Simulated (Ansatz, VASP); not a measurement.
**BAs: VASP beside Ansatz**

```
B As
1.0
     0.00000    2.21292    2.21292
     2.21292    0.00000    2.21292
     2.21292    2.21292    0.00000
B As
1 1
Cartesian
  0.0000 0.0000 0.0000
  1.1065 1.1065 1.1065
```

Change from the starting cell: volume scaled by 0.8, PAW files.

Alike in both runs: task single point; functional PBEsol; k mesh 14 × 14 × 14; occupations fermi-dirac, width 0.05 eV; no spin polarisation.

|  | VASP | Ansatz |
| --- | --- | --- |
| version | VASP 6.6.1 | Ansatz 0.2.0 |
| potentials or method | VASP PAW PBE potentials, release 64 (B, As) | PAW with Ansatz's default frozen-core files, scalar-relativistic |
| plane-wave cutoff (eV) | 520 | 420 |
| valence electrons in the cell | 8 | 18 |

Ansatz gave:

```
pressure (GPa) : 49.0
```

Question: Which values does VASP return?

Answer: Pressure (GPa): 51.3.

VASP's potentials were made for PBE, not for PBEsol. Both programs put the cell under a high pressure, so it lies far from rest at this level. The functional is the same, so the differences come from potentials, cutoffs and numerics. VASP's potentials hold 8 valence electrons a cell and Ansatz's 18, so a difference there can come from the potentials and not from the codes.
